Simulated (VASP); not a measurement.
# Ag (P6_3/mmc) in VASP: a series of runs

Ag is run at these levels: LDA; tasks: electric field gradients.

All numbers are computed with VASP 6.6.1; they aren't measurements. Logs are shortened: lines on timing, memory, paths and dates and some standing lists are left out, and cuts for length are marked.

**1. The cell of the first run**

It takes space group P6_3/mmc (No. 194, hexagonal). Conventional cell: a = 2.944 Å, b = 2.944 Å, c = 10.000 Å, α = 90.00°, β = 90.00°, γ = 120.00°. Ag (site symmetry -6m2) has 12 Ag at 2.94 to 3.02 Å within 3.9 Å. Ag (site symmetry -3m) has 12 Ag at 2.94 to 3.02 Å within 3.9 Å.

This isn't the form of Ag at room conditions, which is fcc.

**2. Electric field gradients, LDA (equal xx and yy strain of +2 %)**

INCAR reads:

```
ALGO = Normal
EDIFF = 1E-8
ENCUT = 520
ISIF = 2
ISMEAR = -1
LASPH = True
LCHARG = False
LEFG = True
LREAL = False
LWAVE = False
NBANDS = 30
NELM = 80
PREC = Accurate
SIGMA = 0.08
```

KPOINTS reads:

```
k-points
0
Gamma
  14 14 4
```

POSCAR reads:

```
Ag
1.0
    2.9439228868      0.0000000000      0.0000000000
   -1.4719614434      2.5495120068      0.0000000000
    0.0000000000      0.0000000000     10.0000000000
Ag
4
Direct
    0.3333333333      0.6666666667      0.2500000000
    0.6666666667      0.3333333333      0.7500000000
    0.0000000000      0.0000000000      0.0000000000
    0.0000000000      0.0000000000      0.5000000000
```

Potentials or basis: VASP PAW LDA potentials, release 64 (Ag).

Started as:

```
$ cat potpaw_LDA.64/Ag/POTCAR > POTCAR
$ mpirun -np 1 vasp_std > vasp.out
```

OUTCAR:

```text
EDIFF = 1E-8
   ENCUT = 520
   ISIF = 2
   ISMEAR = -1
   LASPH = True
   LREAL = False
   NELM = 80
   PREC = Accurate

 ion  position               nearest neighbor table
   1  0.333  0.667  0.250-   3 3.02   4 3.02   3 3.02   4 3.02   3 3.02   4 3.02
   2  0.667  0.333  0.750-   3 3.02   4 3.02   3 3.02   4 3.02   3 3.02   4 3.02
   3  0.000  0.000  0.000-   1 3.02   2 3.02   2 3.02   1 3.02   2 3.02   1 3.02
   4  0.000  0.000  0.500-   1 3.02   2 3.02   2 3.02   1 3.02   2 3.02   1 3.02

  LATTYP: Found a hexagonal cell.
 ALAT       =     2.9439228868
 C/A-ratio  =     3.3968281047

  Lattice vectors:

 A1 = (   2.9439228868,   0.0000000000,   0.0000000000)
 A2 = (  -1.4719614434,   2.5495120068,   0.0000000000)
 A3 = (   0.0000000000,   0.0000000000,  10.0000000000)

Analysis of symmetry for initial positions (statically):
=====================================================================
 Subroutine PRICEL returns:
 Original cell was already a primitive cell.

 Routine SETGRP: Setting up the symmetry group for a
 hexagonal supercell.

 Subroutine GETGRP returns: Found 24 space group operations
 (whereof 12 operations were pure point group operations)
 out of a pool of 24 trial point group operations.

The static configuration has the point symmetry D_3d.
 The point group associated with its full space group is D_6h.

Analysis of symmetry for dynamics (positions and initial velocities):
=====================================================================
 Subroutine PRICEL returns:
 Original cell was already a primitive cell.

 Routine SETGRP: Setting up the symmetry group for a
 hexagonal supercell.

 Subroutine GETGRP returns: Found 24 space group operations
 (whereof 12 operations were pure point group operations)
 out of a pool of 24 trial point group operations.

The dynamic configuration has the point symmetry D_3d.
 The point group associated with its full space group is D_6h.

 Subroutine INISYM returns: Found 24 space group operations
 (whereof 12 operations are pure point group operations),
 and found     1 'primitive' translations

----------------------------------------------------------------------------------------

                                     Primitive cell

  volume of cell :      75.0557

  direct lattice vectors                    reciprocal lattice vectors
     2.943922887  0.000000000  0.000000000     0.339682810  0.196115962  0.000000000
    -1.471961443  2.549512007  0.000000000     0.000000000  0.392231924  0.000000000
     0.000000000  0.000000000 10.000000000     0.000000000  0.000000000  0.100000000

  length of vectors
     2.943922887  2.943922887 10.000000000     0.392231924  0.392231924  0.100000000

  position of ions in fractional coordinates (direct lattice)
     0.333333333  0.666666667  0.250000000
     0.666666667  0.333333333  0.750000000
     0.000000000  0.000000000  0.000000000
     0.000000000  0.000000000  0.500000000

  ion indices of the primitive-cell ions
   primitive index   ion index
                 1           1
                 2           2
                 3           3
                 4           4

----------------------------------------------------------------------------------------

 KPOINTS: k-points

Automatic generation of k-mesh.
 Grid dimensions read from file:
 generate k-points for:   14   14    4

 Generating k-lattice:

  Cartesian coordinates                     Fractional coordinates (reciprocal lattice)
     0.024263058  0.014008283  0.000000000     0.071428571 -0.000000000  0.000000000
     0.000000000  0.028016566  0.000000000     0.000000000  0.071428571  0.000000000
     0.000000000  0.000000000  0.025000000     0.000000000  0.000000000  0.250000000

  Length of vectors
     0.028016566  0.028016566  0.025000000

  Shift w.r.t. Gamma in fractional coordinates (k-lattice)
     0.000000000  0.000000000  0.000000000

 Subroutine IBZKPT returns following result:
 ===========================================

 Found     72 irreducible k-points:

 Following reciprocal coordinates:
            Coordinates               Weight
  0.000000  0.000000  0.000000      1.000000
  0.071429 -0.000000  0.000000      6.000000
  0.142857 -0.000000  0.000000      6.000000
  0.214286 -0.000000  0.000000      6.000000
  0.285714 -0.000000  0.000000      6.000000
  0.357143 -0.000000  0.000000      6.000000
[... 16 lines left out ...]
  0.285714  0.285714  0.000000      6.000000
  0.357143  0.285714  0.000000      6.000000
 [... further k-points ...]
   k-points           NKPTS =     72   k-points in BZ     NKDIM =     72   number of bands    NBANDS=     30
   number of dos      NEDOS =    301   number of ions     NIONS =      4
   total plane-waves  NPLWV =  46080
   dimension x,y,z NGX =    24 NGY =   24 NGZ =   80
   dimension x,y,z NGXF=    48 NGYF=   48 NGZF=  160
   ions per type =               4
   NGX,Y,Z   is equivalent  to a cutoff of  13.55, 13.55, 13.30 a.u.
   NGXF,Y,Z  is equivalent  to a cutoff of  27.11, 27.11, 26.60 a.u.
 SYSTEM =  unknown system
   PREC   = accura    normal or accurate (medium, high low for compatibility)
   ISTART =      0    job   : 0-new  1-cont  2-samecut
   ICHARG =      2    charge: 1-file 2-atom 10-const
   ISPIN  =      1    spin polarized calculation?
   LNONCOLLINEAR =      F non collinear calculations
   LSORBIT =      F    spin-orbit coupling
   LASPH  =      T    aspherical Exc in radial PAW
   ENCUT  =  520.0 eV  38.22 Ry    6.18 a.u.   5.47  5.47 18.59*2*pi/ulx,y,z
   NELM   =     80;   NELMIN=  2; NELMDL= -5     # of ELM steps
   EDIFF  = 0.1E-07   stopping-criterion for ELM
   LREAL  =      F    real-space projection
   EDIFFG = 0.1E-06   stopping-criterion for IOM
   NSW    =      0    number of steps for IOM
   IBRION =     -1    ionic relax: 0-MD 1-quasi-New 2-CG
   NFREE  =      0    steps in history (QN), initial steepest desc. (CG)
   ISIF   =      2    stress and relaxation
   ISYM   =      2    0-nonsym 1-usesym 2-fastsym
   POTIM  = 0.5000    time-step for ionic-motion
   TEBEG  =    0.0;   TEEND  =   0.0 temperature during run
   PSTRESS=    0.0 pullay stress
   NELECT =      44.0000    total number of electrons
   NUPDOWN=      -1.0000    fix difference up-down
   EMIN   =  10.00;   EMAX   =-10.00  energy-range for DOS
   EFERMI =   0.00;   METHOD = LEGACY
   ISMEAR =    -1;   SIGMA  =   0.08  broadening in eV -4-tet -1-fermi 0-gaus
   EFERMI_NEDOS =   21; number of points for ismear=-14 and -15
   IALGO  =     38    algorithm
   IMIX   =      4    mixing-type and parameters
     AMIX     =   0.40;   BMIX     =  1.00
     AMIX_MAG =   1.60;   BMIX_MAG =  1.00
  volume/ion in A,a.u.               =      18.76       126.63
  Fermi-wavevector in a.u.,A,eV,Ry     =   1.370139  2.589187 25.541949  1.877280
  Thomas-Fermi vector in A             =   2.495952
   LORBIT       =      0    0 simple, 1 ext, 2 COOP (PROOUT), +10 PAW based schemes
   GGA     = CA    functional components
   LHFCALC =     F    Hartree Fock is set to
   AEXX    =    0.0000 exact exchange contribution
   IVDW    =     0    specifies the selected vdW correction
   LEPSILON=     F    determine dielectric tensor
   LRPA    =     F    only Hartree local field effects (RPA)
 non-spin polarized calculation
  energy-cutoff  :      520.00
  volume of cell :       75.06
 maximum number of plane-waves:      2071
 NGX is ok and might be reduce to    24
   NGX = 11   NGY = 11   NGZ = 37

 number of electron      44.0000004 magnetization

 Free energy of the ion-electron system (eV)
  ---------------------------------------------------
  ext. energy  EPLUGINS =         0.00000000
  ---------------------------------------------------
  free energy    TOTEN  =       -14.55768901 eV

  energy without entropy =      -14.53009510  energy(sigma->0) =      -14.54389206

 E-fermi :   6.8266     XC(G=0): -12.0271

 val. band max:        6.8248910039   @ k =   0.0714  -0.0000   0.0000
 cond. band min:       6.8500787628   @ k =   0.2143   0.0714   0.5000
 fundamental gap:      0.0251877588
 Fermi energy:         6.8266295667

 k-point     1 :       0.0000    0.0000    0.0000
  band No.  band energies     occupation
      1      -0.2812      2.00000
      2       0.9111      2.00000
      3       0.9131      2.00000
      4       0.9972      2.00000
      5       2.2786      2.00000
      6       2.4354      2.00000
[... 781 lines left out ...]
     29      13.0847      0.00000
     30      15.3089      0.00000

 [... further k-points ...]
[... 5 lines left out ...]
  --------------------------------------------------------------------------------------
  -------------------------------------------------------------------------------------
  Total       -6.0296095     -6.0296095     -6.9848594      0.0000000      0.0000000      0.0000000
  in kB     -128.7111809   -128.7111809   -149.1024426      0.0000000      0.0000000      0.0000000
  external PRESSURE =    -135.5082681 kB  Pullay stress =       0.0000000 kB

 VOLUME and BASIS-vectors are now :
 -----------------------------------------------------------------------------
  energy-cutoff  :      520.00
  volume of cell :       75.06
      direct lattice vectors                 reciprocal lattice vectors
     2.943922887  0.000000000  0.000000000     0.339682810  0.196115962  0.000000000
    -1.471961443  2.549512007  0.000000000     0.000000000  0.392231924  0.000000000
     0.000000000  0.000000000 10.000000000     0.000000000  0.000000000  0.100000000

 POSITION                                       TOTAL-FORCE (eV/Angst)
 -----------------------------------------------------------------------------------
     -0.00000      1.69967      2.50000         0.000000      0.000000      0.000000
      1.47196      0.84984      7.50000        -0.000000     -0.000000     -0.000000
      0.00000      0.00000      0.00000         0.000000      0.000000     -0.000000
      0.00000      0.00000      5.00000         0.000000      0.000000     -0.000000
 -----------------------------------------------------------------------------------
    total drift:                               -0.000000      0.000000     -0.000000

  FREE ENERGIE OF THE ION-ELECTRON SYSTEM (eV)
  ---------------------------------------------------
  free  energy   TOTEN  =       -14.5576890116 eV

  energy  without entropy=      -14.5300951014  energy(sigma->0) =      -14.54389206

 Electric field gradients (V/A^2)
---------------------------------------------------------------------
 ion       V_xx      V_yy      V_zz      V_xy      V_xz      V_yz
---------------------------------------------------------------------
   1      -3.830    -3.831     7.662    -0.001     0.000    -0.000
   2      -3.830    -3.831     7.662    -0.001     0.000    -0.000
   3      -3.407    -3.408     6.816    -0.001    -0.000     0.000
   4      -3.407    -3.408     6.816    -0.001     0.000    -0.000
---------------------------------------------------------------------

 Electric field gradients after diagonalization (V/A^2)
 (convention: |V_zz| > |V_xx| > |V_yy|)
----------------------------------------------------------------------
 ion       V_xx      V_yy      V_zz     asymmetry (V_yy - V_xx)/ V_zz
----------------------------------------------------------------------
   1      -3.832    -3.830     7.662       0.000
   2      -3.832    -3.830     7.662       0.000
   3      -3.409    -3.407     6.816       0.000
   4      -3.409    -3.407     6.816       0.000
----------------------------------------------------------------------

           NMR quadrupolar parameters

 Cq : quadrupolar parameter    Cq=e*Q*V_zz/h
 eta: asymmetry parameters     (V_yy - V_xx)/ V_zz
 Q  : nuclear electric quadrupole moment in mb (millibarn)
----------------------------------------------------------------------
 ion       Cq(MHz)       eta       Q (mb)
----------------------------------------------------------------------
   1       0.019       0.000       1.000
   2       0.019       0.000       1.000
   3       0.016       0.000       1.000
   4       0.016       0.000       1.000
----------------------------------------------------------------------
```

Run time: 1.9 min. Hardware: 1 thread of Intel Xeon Platinum 8488C (Sapphire Rapids), shared host; peak memory 0.25 GiB.

Results:

- Free energy: -14.5577 eV
- Pressure: -13.6 GPa
- Band gap on the k mesh: zero (bands 22 and 23 overlap by 5.81 eV)
- Largest electric field gradient by atom: Ag +7.7, +6.8 (each value once) V/Å²

Levels at points of the mesh, in eV from the Fermi level:
| k point | band 20 | band 21 | band 22 | band 23 | band 24 | band 25 |
| --- | --- | --- | --- | --- | --- | --- |
| (0.00, 0.00, 0.00) | -3.21 | -3.21 | -2.90 | -2.90 | -0.38 | 2.61 |
| (0.50, 0.00, 0.00) | -2.66 | 0.10 | 0.91 | 1.06 | 1.57 | 3.93 |
| (0.00, 0.00, 0.50) | -3.02 | -3.02 | -3.02 | -2.35 | -2.35 | 5.35 |
| (0.50, 0.00, 0.50) | -2.67 | 0.43 | 0.43 | 1.43 | 1.43 | 4.34 |

Electric field gradients, principal values (V/Å²):
```tsv
atom	least	middle	greatest (by size)
1 Ag	-3.830	-3.832	7.662
2 Ag	-3.830	-3.832	7.662
3 Ag	-3.407	-3.409	6.816
4 Ag	-3.407	-3.409	6.816
```

Caveat: the cell differs from its parent crystal (equal xx and yy strain of +2 %); the cell stands under tension; without QUAD_EFG the Cq values of the log hold for a quadrupole moment of 1 mb, not for the nuclei.

**3. Electric field gradients, LDA (equal xx and yy strain of +2 %)**

INCAR reads:

```
SYSTEM = Ag
PREC = Accurate ; ENCUT = 520
EDIFF = 1E-8 ; ISMEAR = -1
SIGMA = 0.08 ; LREAL = .False.
LASPH = .True. ; NELM = 60
ALGO = Normal ; ISIF = 2
LWAVE = .False. ; LCHARG = .False.
LEFG = .True. ; NBANDS = 30
```

KPOINTS reads:

```
Automatic mesh
0
Gamma
  14 14 4
  0 0 0
```

POSCAR is that of step 2.

Potentials or basis: VASP PAW LDA potentials, release 64 (Ag).

Started as:

```
$ cat potpaw_LDA.64/Ag/POTCAR > POTCAR
$ mpirun -np 1 vasp_std > vasp.out
```

OUTCAR:

```text
SYSTEM = Ag
   PREC = Accurate
   ENCUT = 520
   EDIFF = 1E-8
   ISMEAR = -1
   LREAL = .False.
   LASPH = .True.
   NELM = 60
   ISIF = 2

 ion  position               nearest neighbor table
   1  0.333  0.667  0.250-   3 3.02   4 3.02   3 3.02   4 3.02   3 3.02   4 3.02
   2  0.667  0.333  0.750-   3 3.02   4 3.02   3 3.02   4 3.02   3 3.02   4 3.02
   3  0.000  0.000  0.000-   1 3.02   2 3.02   2 3.02   1 3.02   2 3.02   1 3.02
   4  0.000  0.000  0.500-   1 3.02   2 3.02   2 3.02   1 3.02   2 3.02   1 3.02

  LATTYP: Found a hexagonal cell.
 ALAT       =     2.9439228868
 C/A-ratio  =     3.3968281047

  Lattice vectors:

 A1 = (   2.9439228868,   0.0000000000,   0.0000000000)
 A2 = (  -1.4719614434,   2.5495120068,   0.0000000000)
 A3 = (   0.0000000000,   0.0000000000,  10.0000000000)

Analysis of symmetry for initial positions (statically):
[... 1001 lines left out ...]
     -0.00000      1.69967      2.50000         0.000000      0.000000      0.000000
      1.47196      0.84984      7.50000        -0.000000     -0.000000     -0.000000
      0.00000      0.00000      0.00000         0.000000      0.000000     -0.000000
      0.00000      0.00000      5.00000         0.000000      0.000000     -0.000000
 -----------------------------------------------------------------------------------
    total drift:                               -0.000000      0.000000     -0.000000

  FREE ENERGIE OF THE ION-ELECTRON SYSTEM (eV)
  ---------------------------------------------------
  free  energy   TOTEN  =       -14.5576890116 eV

  energy  without entropy=      -14.5300951014  energy(sigma->0) =      -14.54389206

 Electric field gradients (V/A^2)
---------------------------------------------------------------------
 ion       V_xx      V_yy      V_zz      V_xy      V_xz      V_yz
---------------------------------------------------------------------
   1      -3.830    -3.831     7.662    -0.001     0.000    -0.000
   2      -3.830    -3.831     7.662    -0.001     0.000    -0.000
   3      -3.407    -3.408     6.816    -0.001    -0.000     0.000
   4      -3.407    -3.408     6.816    -0.001     0.000    -0.000
---------------------------------------------------------------------

 Electric field gradients after diagonalization (V/A^2)
 (convention: |V_zz| > |V_xx| > |V_yy|)
----------------------------------------------------------------------
 ion       V_xx      V_yy      V_zz     asymmetry (V_yy - V_xx)/ V_zz
----------------------------------------------------------------------
   1      -3.832    -3.830     7.662       0.000
   2      -3.832    -3.830     7.662       0.000
   3      -3.409    -3.407     6.816       0.000
   4      -3.409    -3.407     6.816       0.000
----------------------------------------------------------------------

           NMR quadrupolar parameters

 Cq : quadrupolar parameter    Cq=e*Q*V_zz/h
 eta: asymmetry parameters     (V_yy - V_xx)/ V_zz
 Q  : nuclear electric quadrupole moment in mb (millibarn)
----------------------------------------------------------------------
 ion       Cq(MHz)       eta       Q (mb)
----------------------------------------------------------------------
   1       0.019       0.000       1.000
   2       0.019       0.000       1.000
   3       0.016       0.000       1.000
   4       0.016       0.000       1.000
----------------------------------------------------------------------
```

OSZICAR:

```text
N       E                     dE             d eps       ncg     rms          rms(c)
DAV:   1     0.288640627648E+03    0.28864E+03   -0.22401E+04  4320   0.143E+03
DAV:   2    -0.923726196477E+01   -0.29788E+03   -0.28113E+03  4440   0.326E+02
DAV:   3    -0.156410376290E+02   -0.64038E+01   -0.63639E+01  5012   0.543E+01
DAV:   4    -0.156707803046E+02   -0.29743E-01   -0.29737E-01  4614   0.362E+00
DAV:   5    -0.156710883526E+02   -0.30805E-03   -0.30805E-03  4986   0.395E-01    0.866E+00
DAV:   6    -0.145979908336E+02    0.10731E+01   -0.36211E+00  4536   0.152E+01    0.578E+00
DAV:   7    -0.145728114888E+02    0.25179E-01   -0.29593E-02  4794   0.113E+00    0.342E+00
DAV:   8    -0.145576756554E+02    0.15136E-01   -0.17778E-03  4722   0.355E-01    0.542E-02
DAV:   9    -0.145576838744E+02   -0.82190E-05   -0.72625E-05  4962   0.963E-02    0.189E-02
DAV:  10    -0.145576884351E+02   -0.45606E-05   -0.70059E-06  4746   0.235E-02    0.881E-03
DAV:  11    -0.145576890204E+02   -0.58535E-06   -0.19525E-06  4788   0.112E-02    0.132E-03
DAV:  12    -0.145576890116E+02    0.87621E-08   -0.25492E-08  3742   0.122E-03
   1 F= -.14557689E+02 E0= -.14543892E+02  d E =-.275939E-01
```

Run time: 2.3 min. Hardware: 1 thread of Intel Xeon Platinum 8488C (Sapphire Rapids), shared host; peak memory 0.25 GiB.

Results:

```yaml
Free_energy: -14.5577 eV
Pressure: -13.6 GPa
Band_gap_on_the_k_mesh: zero (bands 22 and 23 overlap by 5.81 eV)
Largest_electric_field_gradient_by_atom: Ag +7.7, +6.8 (each value once) V/Å²
```

Electric field gradients, principal values (V/Å²):
| atom | least | middle | greatest (by size) |
| --- | --- | --- | --- |
| 1 Ag | -3.830 | -3.832 | 7.662 |
| 2 Ag | -3.830 | -3.832 | 7.662 |
| 3 Ag | -3.407 | -3.409 | 6.816 |
| 4 Ag | -3.407 | -3.409 | 6.816 |

Caveat: the cell differs from its parent crystal (equal xx and yy strain of +2 %); the cell stands under tension; without QUAD_EFG the Cq values of the log hold for a quadrupole moment of 1 mb, not for the nuclei.

(Continued in part 2 of 2.)
